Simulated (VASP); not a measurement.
Here is a VASP 6.6.1 calculation.

POSCAR

```
LiPb
1.0
    2.4935000000      1.4396230000      2.0626670000
   -2.4935000000      1.4396230000      2.0626670000
    0.0000000000     -2.8792460000      2.0626670000
Li Pb
1 1
Direct
    0.5000000000      0.5000000000      0.5000000000
    0.0000000000      0.0000000000      0.0000000000
```

The input INCAR.step1:

```
SYSTEM = LiPb
PREC = Accurate
ENCUT = 520
ISMEAR = 1
SIGMA = 0.15
LREAL = .FALSE.
LASPH = .TRUE.
NELM = 80
NBANDS = 16
GGA = PE
ALGO = Normal
EDIFF = 1E-4
LWAVE = .TRUE.
LCHARG = .FALSE.
```

Contents of INCAR.step2:

```
SYSTEM = LiPb
PREC = Accurate
ENCUT = 520
EDIFF = 1E-7
ISMEAR = 1
SIGMA = 0.15
LREAL = .FALSE.
LASPH = .TRUE.
NELM = 80
ALGO = Normal
ISIF = 2
LWAVE = .FALSE.
LCHARG = .FALSE.
METAGGA = R2SCAN
LMIXTAU = .TRUE.
IVDW = 12
VDW_S6 = 1.0
VDW_S8 = 0.78981345
VDW_A1 = 0.49484001
VDW_A2 = 5.73083694
NBANDS = 16
ISTART = 1
```

Contents of KPOINTS:

```
regular mesh
0
G
  8 8 8
  0 0 0
```

Potentials or basis: VASP PAW PBE potentials, release 64 (Li_sv, Pb_d).

Command:

```sh
$ cat potpaw_PBE.64/Li_sv/POTCAR potpaw_PBE.64/Pb_d/POTCAR > POTCAR
$ cp INCAR.step1 INCAR
$ mpirun -np 1 vasp_std > vasp.out
$ cp INCAR.step2 INCAR
$ mpirun -np 1 vasp_std > vasp.out
```

Question: Predict the dispersion energy per atom.

Answer: -0.151 eV.

Caveat: three body term missing.
